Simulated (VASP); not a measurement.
Write the native input for VASP 6.6.1 that does the following.

| Item | Value |
| --- | --- |
| Task | single point |
| Functional | PBEsol |
| Potentials or basis | VASP PAW PBE potentials, release 64 (Al, Ga_d, N) |
| Cutoff | 520 eV |
| k mesh | 6 × 6 × 6 |
| Occupations | gaussian, width 0.02 eV |
| Spin | no spin polarisation |
| Dipole correction | no |
| Further INCAR settings | ALGO = Normal; EDIFF = 1e-06; NBANDS = 31 |

The structure of Al3GaN4 lies in POSCAR:

```
Al3GaN4
1.0
    4.4069948432      0.0000000000      0.0000000000
    0.0000000000      4.4069948432      0.0000000000
    0.0000000000      0.0000000000      4.4069948432
Al Ga N
3 1 4
Direct
    0.5000000000      0.5000000000      0.0000000000
    0.5000000000      0.0000000000      0.5000000000
    0.0000000000      0.5000000000      0.5000000000
    0.0000000000      0.0000000000      0.0000000000
    0.7447077176      0.7447077176      0.2552922824
    0.7447077176      0.2552922824      0.7447077176
    0.2552922824      0.7447077176      0.7447077176
    0.2552922824      0.2552922824      0.2552922824
```

These files were run (other wordings do the same):

INCAR

```
PREC = Accurate
ENCUT = 520
EDIFF = 1E-6
ISMEAR = 0
SIGMA = 0.02
LREAL = False
LASPH = True
NELM = 60
ALGO = Normal
ISIF = 2
LWAVE = False
LCHARG = False
GGA = PS
NBANDS = 31
```

KPOINTS

```
regular mesh
0
Gamma
  6 6 6
```

Potentials or basis: VASP PAW PBE potentials, release 64 (Al, Ga_d, N).

The run is started by

```sh
$ cat potpaw_PBE.64/Al/POTCAR potpaw_PBE.64/Ga_d/POTCAR potpaw_PBE.64/N/POTCAR > POTCAR
$ mpirun -np 1 vasp_std > vasp.out
```

It gave:

```json
{"Pressure": "-0.1 GPa", "Largest force": "0.008 eV/Å", "Band gap on the k mesh": "3.32 eV, direct"}
```

Caveat: the PAW data sets were made with another functional, which shifts forces and pressure a little.

It took 44 s on 1 thread of Intel(R) Xeon(R) Platinum 8375C CPU @ 2.90GHz (Ice Lake), with other jobs on the host, peak memory 0.22 GiB.
